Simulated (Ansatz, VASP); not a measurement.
**Mg in VASP and in Ansatz**

The input POSCAR:

```
Mg
1.0
    2.8977848105      0.0000000000      0.0000000000
   -1.4488924053      2.5095552606      0.0000000000
    0.0000000000      0.0000000000      3.1209585092
Mg
1
Direct
    0.0000000000      0.0000000000      0.0000000000
```

INCAR.step1

```
SYSTEM = Mg
PREC = Accurate
ENCUT = 520
ISMEAR = 0
SIGMA = 0.15
LREAL = .FALSE.
LASPH = .TRUE.
NELM = 60
NBANDS = 7
GGA = PE
ALGO = Normal
EDIFF = 1E-4
LWAVE = .TRUE.
LCHARG = .FALSE.
```

File INCAR.step2:

```
SYSTEM = Mg
PREC = Accurate
ENCUT = 520
EDIFF = 1E-6
ISMEAR = 0
SIGMA = 0.15
LREAL = .FALSE.
LASPH = .TRUE.
NELM = 60
ALGO = Normal
ISIF = 2
LWAVE = .FALSE.
LCHARG = .FALSE.
METAGGA = R2SCAN
LMIXTAU = .TRUE.
NBANDS = 7
ISTART = 1
```

The input KPOINTS:

```
regular mesh
0
G
  18 18 16
  0 0 0
```

Input for Ansatz:

```yaml
crystal:
  lattice:
    - [2.8977848105, 0.0, 0.0]
    - [-1.4488924053, 2.5095552606, 0.0]
    - [0.0, 0.0, 3.1209585092]
  atoms:
    - { symbol: Mg, position: [0.0, 0.0, 0.0] }
basis:
  ecutwfc: 500
kpoints:
  mp_grid: { grid: [18, 18, 16] }
hamiltonian:
  xc: r2scan
scf:
  occupations: { method: gaussian, width: 0.15 }
output:
  forces: true
  stress: true
  eigenvalues: true
```

Change from the starting cell: strain -0.050 along x and y, +0.025 along z, atoms carried along.

Alike in both runs: task single point; functional r2SCAN; k mesh 18 × 18 × 16; occupations gaussian, width 0.15 eV; no spin polarisation.

```csv
,VASP,Ansatz
version,VASP 6.6.1,Ansatz 0.2.0
potentials or method,"VASP PAW PBE potentials, release 64 (Mg), cutoff 520 eV","scalar-relativistic, plane waves, PAW"
valence electrons in the cell,2,10
```

```csv
,VASP,Ansatz,Ansatz less VASP
gap on the k mesh at the Fermi level (eV),none,none,-
pressure (GPa),4.7,4.9,+0.20
"traceless stress, the component that is largest in VASP (GPa)",-6.06,-6.16,-0.099
```

VASP's potentials were made for PBE, not for r2SCAN. A gap of «none» marks a metal or a gap that the smearing closes. The functional is the same, so the differences come from potentials, cutoffs and numerics. VASP's potentials hold 2 valence electrons a cell and Ansatz's 10, so a difference there can come from the potentials and not from the codes.
